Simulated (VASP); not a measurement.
# InAgS (P-6m2) in VASP: further runs, part 2 of 2

VASP 6.6.1.

## 4. Single point, PBE

This run uses another cell than the first one, of 24.09 Å³/atom, 1.002 times its volume.

Contents of INCAR:

```
PREC = Accurate
ENCUT = 520
EDIFF = 1E-7
ISMEAR = 0
SIGMA = 0.1
LREAL = F
LASPH = T
NELM = 100
ALGO = Normal
ISIF = 2
LWAVE = F
LCHARG = F
GGA = PE
NBANDS = 22
```

Contents of KPOINTS:

```
Automatic mesh
0
Gamma
  6 6 4
```

Contents of POSCAR:

```
InAgS
1.0
    4.2569527400      0.0000000000      0.0000000000
   -2.1284763700      3.6866292100      0.0000000000
    0.0000000000      0.0000000000      4.6046013700
In Ag S
1 1 1
Direct
    0.0000000000      0.0000000000      0.0000000000
    0.6666666700      0.3333333300      0.5000000000
    0.3333333300      0.6666666700      0.5000000000
```

Potentials or basis: VASP PAW PBE potentials, release 64 (In_d, Ag, S).

Launch:

```bash
$ cat potpaw_PBE.64/In_d/POTCAR potpaw_PBE.64/Ag/POTCAR potpaw_PBE.64/S/POTCAR > POTCAR
$ mpirun -np 1 vasp_std > vasp.out
```

OUTCAR:

```text
PREC = Accurate
   ENCUT = 520
   EDIFF = 1E-7
   ISMEAR = 0
   LREAL = F
   LASPH = T
   NELM = 100
   ISIF = 2
   GGA = PE

 ion  position               nearest neighbor table
   1  0.000  0.000  0.000-   2 3.37   3 3.37   2 3.37   3 3.37   3 3.37   3 3.37   2 3.37   2 3.37
                             2 3.37   2 3.37   3 3.37   3 3.37
   2  0.667  0.333  0.500-   3 2.46   3 2.46   3 2.46   1 3.37   1 3.37   1 3.37   1 3.37   1 3.37
                             1 3.37
   3  0.333  0.667  0.500-   2 2.46   2 2.46   2 2.46   1 3.37   1 3.37   1 3.37   1 3.37   1 3.37
                             1 3.37

  LATTYP: Found a hexagonal cell.
 ALAT       =     4.2569527400
 C/A-ratio  =     1.0816660769

  Lattice vectors:

 A1 = (   4.2569527400,   0.0000000000,   0.0000000000)
 A2 = (  -2.1284763700,   3.6866292100,   0.0000000000)
 A3 = (   0.0000000000,   0.0000000000,   4.6046013700)

Analysis of symmetry for initial positions (statically):
=====================================================================
 Subroutine PRICEL returns:
 Original cell was already a primitive cell.

 Routine SETGRP: Setting up the symmetry group for a
 hexagonal supercell.

 Subroutine GETGRP returns: Found 12 space group operations
 (whereof 12 operations were pure point group operations)
 out of a pool of 24 trial point group operations.

The static configuration has the point symmetry D_3h.

Analysis of symmetry for dynamics (positions and initial velocities):
=====================================================================
 Subroutine PRICEL returns:
 Original cell was already a primitive cell.

 Routine SETGRP: Setting up the symmetry group for a
 hexagonal supercell.

 Subroutine GETGRP returns: Found 12 space group operations
 (whereof 12 operations were pure point group operations)
 out of a pool of 24 trial point group operations.

The dynamic configuration has the point symmetry D_3h.

 Subroutine INISYM returns: Found 12 space group operations
 (whereof 12 operations are pure point group operations),
 and found     1 'primitive' translations

----------------------------------------------------------------------------------------

                                     Primitive cell

  volume of cell :      72.2637

  direct lattice vectors                    reciprocal lattice vectors
     4.256952740  0.000000000  0.000000000     0.234909820  0.135625248  0.000000000
    -2.128476370  3.686629210  0.000000000     0.000000000  0.271250496  0.000000000
     0.000000000  0.000000000  4.604601370     0.000000000  0.000000000  0.217174066

  length of vectors
     4.256952740  4.256952735  4.604601370     0.271250495  0.271250496  0.217174066

  position of ions in fractional coordinates (direct lattice)
     0.000000000  0.000000000  0.000000000
     0.666666670  0.333333330  0.500000000
     0.333333330  0.666666670  0.500000000

  ion indices of the primitive-cell ions
   primitive index   ion index
                 1           1
                 2           2
                 3           3

----------------------------------------------------------------------------------------

 KPOINTS: Automatic mesh

Automatic generation of k-mesh.
 Grid dimensions read from file:
 generate k-points for:    6    6    4

 Generating k-lattice:

  Cartesian coordinates                     Fractional coordinates (reciprocal lattice)
     0.039151637  0.022604208  0.000000000     0.166666667  0.000000000  0.000000000
     0.000000000  0.045208416  0.000000000     0.000000000  0.166666667  0.000000000
     0.000000000  0.000000000  0.054293516     0.000000000  0.000000000  0.250000000

  Length of vectors
     0.045208416  0.045208416  0.054293516

  Shift w.r.t. Gamma in fractional coordinates (k-lattice)
     0.000000000  0.000000000  0.000000000

 Subroutine IBZKPT returns following result:
 ===========================================

 Found     21 irreducible k-points:

 Following reciprocal coordinates:
            Coordinates               Weight
  0.000000  0.000000  0.000000      1.000000
  0.166667  0.000000  0.000000      6.000000
  0.333333 -0.000000  0.000000      6.000000
  0.500000  0.000000  0.000000      3.000000
  0.166667  0.166667  0.000000      6.000000
  0.333333  0.166667  0.000000     12.000000
[... 13 lines left out ...]
  0.333333  0.166667  0.500000     12.000000
  0.333333  0.333333  0.500000      2.000000
   k-points           NKPTS =     21   k-points in BZ     NKDIM =     21   number of bands    NBANDS=     22
   number of dos      NEDOS =    301   number of ions     NIONS =      3
   total plane-waves  NPLWV =  36864
   dimension x,y,z NGX =    32 NGY =   32 NGZ =   36
   dimension x,y,z NGXF=    64 NGYF=   64 NGZF=   72
   ions per type =               1   1   1
   NGX,Y,Z   is equivalent  to a cutoff of  12.50, 12.50, 13.00 a.u.
   NGXF,Y,Z  is equivalent  to a cutoff of  24.99, 24.99, 26.00 a.u.
 SYSTEM =  unknown system
   PREC   = accura    normal or accurate (medium, high low for compatibility)
   ISTART =      0    job   : 0-new  1-cont  2-samecut
   ICHARG =      2    charge: 1-file 2-atom 10-const
   ISPIN  =      1    spin polarized calculation?
   LNONCOLLINEAR =      F non collinear calculations
   LSORBIT =      F    spin-orbit coupling
   LASPH  =      T    aspherical Exc in radial PAW
   ENCUT  =  520.0 eV  38.22 Ry    6.18 a.u.   7.92  7.92  8.56*2*pi/ulx,y,z
   NELM   =    100;   NELMIN=  2; NELMDL= -5     # of ELM steps
   EDIFF  = 0.1E-06   stopping-criterion for ELM
   LREAL  =      F    real-space projection
   EDIFFG = 0.1E-05   stopping-criterion for IOM
   NSW    =      0    number of steps for IOM
   IBRION =     -1    ionic relax: 0-MD 1-quasi-New 2-CG
   NFREE  =      0    steps in history (QN), initial steepest desc. (CG)
   ISIF   =      2    stress and relaxation
   ISYM   =      2    0-nonsym 1-usesym 2-fastsym
   POTIM  = 0.5000    time-step for ionic-motion
   TEBEG  =    0.0;   TEEND  =   0.0 temperature during run
   PSTRESS=    0.0 pullay stress
   NELECT =      30.0000    total number of electrons
   NUPDOWN=      -1.0000    fix difference up-down
   EMIN   =  10.00;   EMAX   =-10.00  energy-range for DOS
   EFERMI =   0.00;   METHOD = LEGACY
   ISMEAR =     0;   SIGMA  =   0.10  broadening in eV -4-tet -1-fermi 0-gaus
   EFERMI_NEDOS =   21; number of points for ismear=-14 and -15
   IALGO  =     38    algorithm
   IMIX   =      4    mixing-type and parameters
     AMIX     =   0.40;   BMIX     =  1.00
     AMIX_MAG =   1.60;   BMIX_MAG =  1.00
  volume/ion in A,a.u.               =      24.09       162.55
  Fermi-wavevector in a.u.,A,eV,Ry     =   1.221261  2.307849 20.292795  1.491478
  Thomas-Fermi vector in A             =   2.356449
   LORBIT       =      0    0 simple, 1 ext, 2 COOP (PROOUT), +10 PAW based schemes
   GGA     = PE    functional components
   LHFCALC =     F    Hartree Fock is set to
   AEXX    =    0.0000 exact exchange contribution
   IVDW    =     0    specifies the selected vdW correction
   LEPSILON=     F    determine dielectric tensor
   LRPA    =     F    only Hartree local field effects (RPA)
 non-spin polarized calculation
 Gauss-broadening in eV      SIGMA  =   0.10
  energy-cutoff  :      520.00
  volume of cell :       72.26
 maximum number of plane-waves:      1962
 NGX is ok and might be reduce to    32
   NGX = 15   NGY = 15   NGZ = 17

 number of electron      29.9999990 magnetization

 Free energy of the ion-electron system (eV)
  ---------------------------------------------------
  ext. energy  EPLUGINS =         0.00000000
  ---------------------------------------------------
  free energy    TOTEN  =        -9.73883282 eV

  energy without entropy =       -9.73597895  energy(sigma->0) =       -9.73740589

 E-fermi :   5.4670     XC(G=0):  -9.8405

 val. band max:        5.4395383826   @ k =   0.0000   0.0000   0.5000
 cond. band min:       5.5474848642   @ k =   0.0000   0.0000   0.5000
 fundamental gap:      0.1079464816
 Fermi energy:         5.4670291186

 k-point     1 :       0.0000    0.0000    0.0000
  band No.  band energies     occupation
      1      -8.7745      2.00000
      2      -8.7672      2.00000
      3      -8.7672      2.00000
      4      -8.7365      2.00000
      5      -8.7365      2.00000
      6      -7.5397      2.00000
[... 499 lines left out ...]
      6      -6.8862      2.00000
[... 14 lines left out ...]
     21      15.4396      0.00000
     22      16.2170      0.00000

------------------------ aborting loop because EDIFF is reached ----------------------------------------

  FORCE on cell =-STRESS in cart. coord.  units (eV):
  Direction    XX          YY          ZZ          XY          YZ          ZX
  --------------------------------------------------------------------------------------
  -------------------------------------------------------------------------------------
  Total        1.1163687      1.1163687     -0.3658107      0.0000000      0.0000000     -0.0000000
  in kB       24.7512930     24.7512929     -8.1104818      0.0000000      0.0000000     -0.0000000
  external PRESSURE =      13.7973680 kB  Pullay stress =       0.0000000 kB

 VOLUME and BASIS-vectors are now :
 -----------------------------------------------------------------------------
  energy-cutoff  :      520.00
  volume of cell :       72.26
      direct lattice vectors                 reciprocal lattice vectors
     4.256952740  0.000000000  0.000000000     0.234909820  0.135625248  0.000000000
    -2.128476370  3.686629210  0.000000000     0.000000000  0.271250496  0.000000000
     0.000000000  0.000000000  4.604601370     0.000000000  0.000000000  0.217174066

 POSITION                                       TOTAL-FORCE (eV/Angst)
 -----------------------------------------------------------------------------------
      0.00000      0.00000      0.00000         0.000000      0.000000      0.000000
      2.12848      1.22888      2.30230        -0.000000      0.000000      0.000000
     -0.00000      2.45775      2.30230        -0.000000     -0.000000      0.000000
 -----------------------------------------------------------------------------------
    total drift:                                0.000002     -0.000001     -0.000000

  FREE ENERGIE OF THE ION-ELECTRON SYSTEM (eV)
  ---------------------------------------------------
  free  energy   TOTEN  =        -9.7388328217 eV

  energy  without entropy=       -9.7359789512  energy(sigma->0) =       -9.73740589
```

OSZICAR:

```text
N       E                     dE             d eps       ncg     rms          rms(c)
DAV:   1     0.238392334872E+03    0.23839E+03   -0.14077E+04   936   0.151E+03
DAV:   2     0.958050069476E+01   -0.22881E+03   -0.21602E+03   960   0.386E+02
DAV:   3    -0.982357303698E+01   -0.19404E+02   -0.18862E+02  1152   0.108E+02
DAV:   4    -0.105153695388E+02   -0.69180E+00   -0.69055E+00  1072   0.202E+01
DAV:   5    -0.105451780303E+02   -0.29808E-01   -0.29805E-01  1430   0.425E+00    0.904E+00
DAV:   6    -0.974297321008E+01    0.80220E+00   -0.25322E+00  1254   0.200E+01    0.751E+00
DAV:   7    -0.975064556201E+01   -0.76724E-02   -0.58710E-01  1042   0.504E+00    0.353E+00
DAV:   8    -0.974010571662E+01    0.10540E-01   -0.29024E-02  1110   0.102E+00    0.108E+00
DAV:   9    -0.973872937093E+01    0.13763E-02   -0.39515E-03  1160   0.494E-01    0.278E-01
DAV:  10    -0.973879186416E+01   -0.62493E-04   -0.74536E-04  1130   0.197E-01    0.129E-01
DAV:  11    -0.973883415282E+01   -0.42289E-04   -0.13973E-04  1088   0.110E-01    0.219E-02
DAV:  12    -0.973883336514E+01    0.78769E-06   -0.97731E-06  1350   0.279E-02    0.147E-02
DAV:  13    -0.973883288403E+01    0.48111E-06   -0.14640E-06  1140   0.115E-02    0.492E-03
DAV:  14    -0.973883282173E+01    0.62293E-07   -0.51066E-07  1116   0.701E-03
   1 F= -.97388328E+01 E0= -.97374059E+01  d E =-.285387E-02
```

stdout:

```text
POSCAR found type information on POSCAR InAgS
 POSCAR found :  3 types and       3 ions
 scaLAPACK will be used
 LDA part: xc-table for (Slater+PW92), standard interpolation
 POSCAR, INCAR and KPOINTS ok, starting setup
 FFT: planning ... GRIDC
 FFT: planning ... GRID_SOFT
 FFT: planning ... GRID
 WAVECAR not read
 entering main loop
```

Run time: 18 s. Hardware: 1 thread of Intel Xeon 6975P-C (Granite Rapids), shared host; peak memory 0.2 GiB.

Results:

```
Free energy            : -9.7388 eV
Pressure               : 1.4 GPa
Band gap on the k mesh : zero (band 15 reaches 5.44 eV, above the bottom of band 16 at 4.99 eV)
```

Caveat: spin-orbit coupling is left out, which moves the levels of the heavy elements.

## 5. The runs side by side

| task | cell | k mesh | cutoff (eV) | gap on the mesh (eV) | pressure (GPa) |
| --- | --- | --- | --- | --- | --- |
| single point | a = 4.372, b = 4.372, c = 4.357 Å, angles 90.0, 90.0, 120.0°, 3 atoms | 12 × 12 × 10 | 520 | none | -0.1 |
| relaxation of cell and atoms | relaxed from a = 4.257, b = 4.257, c = 4.605 Å, angles 90.0, 90.0, 120.0°, 3 atoms | 12 × 12 × 10 | 600 | none | 0.0 |
| single point | a = 4.257, b = 4.257, c = 4.605 Å, angles 90.0, 90.0, 120.0°, 3 atoms | 6 × 6 × 4 | 520 | none | 1.4 |

Alike in all rows: level PBE; potentials or basis VASP PAW PBE potentials, release 64 (In_d, Ag, S); no spin polarisation; smearing gaussian 0.1 eV.

Caveats: spin-orbit coupling is left out, which moves the levels of the heavy elements.

Absolute energies hang on the potentials; compare differences alone.
